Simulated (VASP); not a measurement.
Write the native input for VASP 6.6.1 that does the following.

* Task: single point
* Functional: LDA
* Potentials or basis: VASP PAW PBE potentials, release 64 (Eu)
* Cutoff: 520 eV
* k mesh: 12 × 12 × 12
* Occupations: fermi-dirac, width 0.05 eV
* Spin: collinear spin, ferromagnetic start
* Starting moments: [6.925] μB
* Dipole correction: no
* Further INCAR settings: ALGO = Normal; EDIFF = 1e-07; NBANDS = 18

The structure of Eu lies in POSCAR:

```
Eu
1.0
   -2.0544259245      2.0544259245      2.0544259245
    2.0544259245     -2.0544259245      2.0544259245
    2.0544259245      2.0544259245     -2.0544259245
Eu
1
Direct
    0.0000000000      0.0000000000      0.0000000000
```

These files were run (other wordings do the same):

INCAR

```
SYSTEM = Eu
PREC     = Accurate       ! precision mode
ENCUT    = 520            ! plane-wave cutoff, eV
EDIFF    = 1E-7           ! SCF threshold, eV
ISMEAR   = -1             ! smearing method
SIGMA    = 0.05           ! smearing width, eV
LREAL    = .False.        ! projectors in reciprocal space
LASPH    = .True.         ! aspherical terms in the spheres
NELM     = 150            ! most SCF steps
ALGO     = Normal         ! electronic algorithm
ISIF     = 2              ! what is computed and relaxed
LWAVE    = .False.        ! write WAVECAR
LCHARG   = .False.        ! write CHGCAR
ISPIN    = 2              ! spin polarisation
MAGMOM   = 6.925          ! initial moments
LORBIT   = 11             ! projections on sites
LMAXMIX  = 6              ! l up to which the mixer works
GGA      = CA             ! functional
NBANDS   = 18             ! bands
```

KPOINTS

```
regular mesh
0
Gamma
  12 12 12
  0 0 0
```

Potentials or basis: VASP PAW PBE potentials, release 64 (Eu).

The run is started by

```sh
$ cat potpaw_PBE.64/Eu/POTCAR > POTCAR
$ mpirun -np 1 vasp_std > vasp.out
```

Results of the run:

| Item | Value |
| --- | --- |
| Pressure | -0.3 GPa |
| Net moment | 7.13 μB per cell |
| Site moments | Eu +6.64 μB |
| Valence electrons inside the program's atomic spheres | Eu 14.72 |

Caveat: the PAW data sets were made with another functional, which shifts forces and pressure a little.

It took 75 s on 1 thread of Intel(R) Xeon(R) Platinum 8488C (Sapphire Rapids), on a shared host, peak memory 0.21 GiB.
